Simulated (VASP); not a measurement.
# Cu (Fm-3m) in VASP: notebook, part 2 of 2

VASP 6.6.1. Earlier steps stand in the parts before.

## 5. Single point, r2SCAN+D4

This run uses another cell than the first one, of 12.28 Å³/atom.

POSCAR reads:

```
Cu
1.0
    0.0000000000      1.8312856224      1.8312856224
    1.8312856224      0.0000000000      1.8312856224
    1.8312856224      1.8312856224      0.0000000000
Cu
1
Direct
    0.0000000000      0.0000000000      0.0000000000
```

INCAR.step1 reads:

```
PREC = Accurate
ENCUT = 660
ISMEAR = -1
SIGMA = 0.05
LREAL = False
LASPH = True
NELM = 120
NBANDS = 12
GGA = PE
ALGO = Normal
EDIFF = 1E-5
LWAVE = True
LCHARG = False
GGA_COMPAT = False
```

INCAR.step2 reads:

```
PREC = Accurate
ENCUT = 660
EDIFF = 1E-6
ISMEAR = -1
SIGMA = 0.05
LREAL = False
LASPH = True
NELM = 120
ALGO = Normal
ISIF = 2
LWAVE = False
LCHARG = False
METAGGA = R2SCAN
LMIXTAU = True
IVDW = 13
VDW_S6 = 1.0
VDW_S8 = 0.6018749
VDW_A1 = 0.51559235
VDW_A2 = 5.77342911
NBANDS = 12
ISTART = 1
GGA_COMPAT = False
```

KPOINTS reads:

```
regular mesh
0
Gamma
  13 13 13
```

Potentials or basis: VASP PAW PBE potentials, release 64 (Cu).

Command:

```console
$ cat potpaw_PBE.64/Cu/POTCAR > POTCAR
$ cp INCAR.step1 INCAR
$ mpirun -np 1 vasp_std > vasp.out
$ cp INCAR.step2 INCAR
$ mpirun -np 1 vasp_std > vasp.out
```

OUTCAR:

```text
PREC = Accurate
   ENCUT = 660
   EDIFF = 1E-6
   ISMEAR = -1
   LREAL = False
   LASPH = True
   NELM = 120
   ISIF = 2
   METAGGA = R2SCAN
   IVDW = 13
   ISTART = 1

 ion  position               nearest neighbor table
   1  0.000  0.000  0.000-

  LATTYP: Found a face centered cubic cell.
 ALAT       =     3.6625712448

  Lattice vectors:

 A1 = (   0.0000000000,   1.8312856224,   1.8312856224)
 A2 = (   1.8312856224,   0.0000000000,   1.8312856224)
 A3 = (   1.8312856224,   1.8312856224,   0.0000000000)

Analysis of symmetry for initial positions (statically):
=====================================================================
 Subroutine PRICEL returns:
 Original cell was already a primitive cell.

 Routine SETGRP: Setting up the symmetry group for a
 face centered cubic supercell.

 Subroutine GETGRP returns: Found 48 space group operations
 (whereof 48 operations were pure point group operations)
 out of a pool of 48 trial point group operations.

The static configuration has the point symmetry O_h .

[... 166 lines left out ...]
  band No.  band energies     occupation
      1      -2.4364      2.00000
      2       3.9044      2.00000
      3       3.9044      2.00000
      4       3.9044      2.00000
      5       4.6691      2.00000
      6       4.6691      2.00000
      7      29.9789      0.00000
      8      32.7021      0.00000
      9      32.7021      0.00000
     10      32.7021      0.00000
     11      35.0584      0.00000
     12      35.0584      0.00000
[... 331 lines left out ...]
 k-point    24 :       0.4615    0.1538    0.0000
  band No.  band energies     occupation
      1       2.1560      2.00000
      2       3.5499      2.00000
      3       3.9159      2.00000
      4       4.1573      2.00000
      5       5.2382      2.00000
      6       6.5749      1.99994
      7      13.0918      0.00000
      8      24.0880      0.00000
      9      25.4967      0.00000
     10      27.6745      0.00000
     11      37.5922      0.00000
     12      37.7501      0.00000

 [... further k-points ...]

------------------------ aborting loop because EDIFF is reached ----------------------------------------

  DFT-D4 for vdW energy calculation

  Edisp (eV):   -0.18725

  FORCE on cell =-STRESS in cart. coord.  units (eV):
  Direction    XX          YY          ZZ          XY          YZ          ZX
  --------------------------------------------------------------------------------------
  -------------------------------------------------------------------------------------
  Total      -0.87546    -0.87546    -0.87546     0.00000     0.00000    -0.00000
  in kB    -114.19484  -114.19484  -114.19484     0.00000     0.00000    -0.00000
  external pressure =     -114.19 kB  Pullay stress =        0.00 kB

 VOLUME and BASIS-vectors are now :
 -----------------------------------------------------------------------------
  energy-cutoff  :      660.00
  volume of cell :       12.28
      direct lattice vectors                 reciprocal lattice vectors
     0.000000000  1.831285622  1.831285622    -0.273032232  0.273032232  0.273032232
     1.831285622  0.000000000  1.831285622     0.273032232 -0.273032232  0.273032232
     1.831285622  1.831285622  0.000000000     0.273032232  0.273032232 -0.273032232

 POSITION                                       TOTAL-FORCE (eV/Angst)
 -----------------------------------------------------------------------------------
      0.00000      0.00000      0.00000        -0.000000     -0.000000     -0.000000
 -----------------------------------------------------------------------------------
    total drift:                                0.000000      0.000000     -0.000000

  FREE ENERGIE OF THE ION-ELECTRON SYSTEM (eV)
  ---------------------------------------------------
  free  energy   TOTEN  =       -10.9922662350 eV

  energy  without entropy=      -10.9895209631  energy(sigma->0) =      -10.99089360
```

It took 24 s on 1 thread of Intel Xeon 6975P-C (Granite Rapids), shared host; peak memory 0.15 GiB.

Results:

```
Free energy                : -10.9923 eV
Pressure                   : -11.4 GPa
Band gap on the k mesh     : zero (an odd number of electrons rules out a gap without spin polarisation)
Dispersion energy per atom : -0.187 eV
```

Caveat: the cell stands under tension; the PAW data sets were made with another functional, which shifts forces and pressure a little.

## 6. Single point, r2SCAN+D4

This run uses another cell than the first one, of 12.52 Å³/atom.

POSCAR reads:

```
Cu
1.0
    0.0000000000      1.8429501765      1.8429501765
    1.8429501765      0.0000000000      1.8429501765
    1.8429501765      1.8429501765      0.0000000000
Cu
1
Direct
    0.0000000000      0.0000000000      0.0000000000
```

INCAR.step1 reads:

```
SYSTEM = Cu
ALGO = Normal
EDIFF = 1E-5
ENCUT = 660
GGA = PE
GGA_COMPAT = .FALSE.
ISMEAR = -1
LASPH = .TRUE.
LCHARG = .FALSE.
LREAL = .FALSE.
LWAVE = .TRUE.
NBANDS = 12
NELM = 120
PREC = Accurate
SIGMA = 0.05
```

INCAR.step2 reads:

```
SYSTEM = Cu
ALGO = Normal
EDIFF = 1E-6
ENCUT = 660
GGA_COMPAT = .FALSE.
ISIF = 2
ISMEAR = -1
ISTART = 1
IVDW = 13
LASPH = .TRUE.
LCHARG = .TRUE.
LELF = .TRUE.
LMIXTAU = .TRUE.
LREAL = .FALSE.
LVHAR = .TRUE.
LWAVE = .FALSE.
METAGGA = R2SCAN
NBANDS = 12
NELM = 120
PREC = Accurate
SIGMA = 0.05
VDW_A1 = 0.51559235
VDW_A2 = 5.77342911
VDW_S6 = 1.0
VDW_S8 = 0.6018749
```

KPOINTS reads:

```
k-points
0
G
  13 13 13
  0 0 0
```

Potentials or basis: VASP PAW PBE potentials, release 64 (Cu).

Command:

```console
$ cat potpaw_PBE.64/Cu/POTCAR > POTCAR
$ cp INCAR.step1 INCAR
$ mpirun -np 1 vasp_std > vasp.out
$ cp INCAR.step2 INCAR
$ mpirun -np 1 vasp_std > vasp.out
```

OUTCAR:

```text
SYSTEM = Cu
   EDIFF = 1E-6
   ENCUT = 660
   ISIF = 2
   ISMEAR = -1
   ISTART = 1
   IVDW = 13
   LASPH = .TRUE.
   LREAL = .FALSE.
   METAGGA = R2SCAN
   NELM = 120
   PREC = Accurate

 ion  position               nearest neighbor table
   1  0.000  0.000  0.000-

  LATTYP: Found a face centered cubic cell.
 ALAT       =     3.6859003530

  Lattice vectors:

 A1 = (   0.0000000000,   1.8429501765,   1.8429501765)
 A2 = (   1.8429501765,   0.0000000000,   1.8429501765)
 A3 = (   1.8429501765,   1.8429501765,   0.0000000000)
[... 539 lines left out ...]

 [... further k-points ...]

------------------------ aborting loop because EDIFF is reached ----------------------------------------

  DFT-D4 for vdW energy calculation

  Edisp (eV):   -0.18426

  FORCE on cell =-STRESS in cart. coord.  units (eV):
  Direction    XX          YY          ZZ          XY          YZ          ZX
  --------------------------------------------------------------------------------------
  -------------------------------------------------------------------------------------
  Total      -1.04472    -1.04472    -1.04472     0.00000    -0.00000     0.00000
  in kB    -133.70303  -133.70303  -133.70303     0.00000    -0.00000     0.00000
  external pressure =     -133.70 kB  Pullay stress =        0.00 kB

 VOLUME and BASIS-vectors are now :
 -----------------------------------------------------------------------------
  energy-cutoff  :      660.00
  volume of cell :       12.52
      direct lattice vectors                 reciprocal lattice vectors
     0.000000000  1.842950177  1.842950177    -0.271304133  0.271304133  0.271304133
     1.842950177  0.000000000  1.842950177     0.271304133 -0.271304133  0.271304133
     1.842950177  1.842950177  0.000000000     0.271304133  0.271304133 -0.271304133

 POSITION                                       TOTAL-FORCE (eV/Angst)
 -----------------------------------------------------------------------------------
      0.00000      0.00000      0.00000        -0.000000     -0.000000     -0.000000
 -----------------------------------------------------------------------------------
    total drift:                               -0.000000      0.000000      0.000000

  FREE ENERGIE OF THE ION-ELECTRON SYSTEM (eV)
  ---------------------------------------------------
  free  energy   TOTEN  =       -10.9743456304 eV

  energy  without entropy=      -10.9715849855  energy(sigma->0) =      -10.97296531
```

It took 25 s on 1 thread of Intel Xeon 6975P-C (Granite Rapids), shared host; peak memory 0.15 GiB.

What came out:

| Item | Value |
| --- | --- |
| Free energy | -10.9743 eV |
| Pressure | -13.4 GPa |
| Band gap on the k mesh | zero (an odd number of electrons rules out a gap without spin polarisation) |
| Dispersion energy per atom | -0.184 eV |

Levels at points of the mesh, in eV from the Fermi level:
```
           k point  band 4  band 5  band 6  band 7  band 8  band 9
(0.00, 0.00, 0.00)   -3.13   -2.39   -2.39   22.72   25.30   25.30
```

Caveat: the cell stands under tension; the PAW data sets were made with another functional, which shifts forces and pressure a little.

## 7. Summary

| cell | gap on the mesh (eV) | pressure (GPa) |
| --- | --- | --- |
| a = 2.539 Å, angles 60.0°, 1 atom | none | -3.8 |
| a = 2.556 Å, angles 60.0°, 1 atom | none | -6.7 |
| a = 2.573 Å, angles 60.0°, 1 atom | none | -9.2 |
| a = 2.590 Å, angles 60.0°, 1 atom | none | -11.4 |
| a = 2.606 Å, angles 60.0°, 1 atom | none | -13.4 |

Alike in all rows: task single point; level r2SCAN+D4; potentials or basis VASP PAW PBE potentials, release 64 (Cu); no spin polarisation; k mesh 13 × 13 × 13; cutoff (eV) 660; smearing fermi-dirac 0.05 eV.

Caveats: the cell stands under tension; the PAW data sets were made with another functional, which shifts forces and pressure a little.

Absolute energies hang on the potentials; compare differences alone.
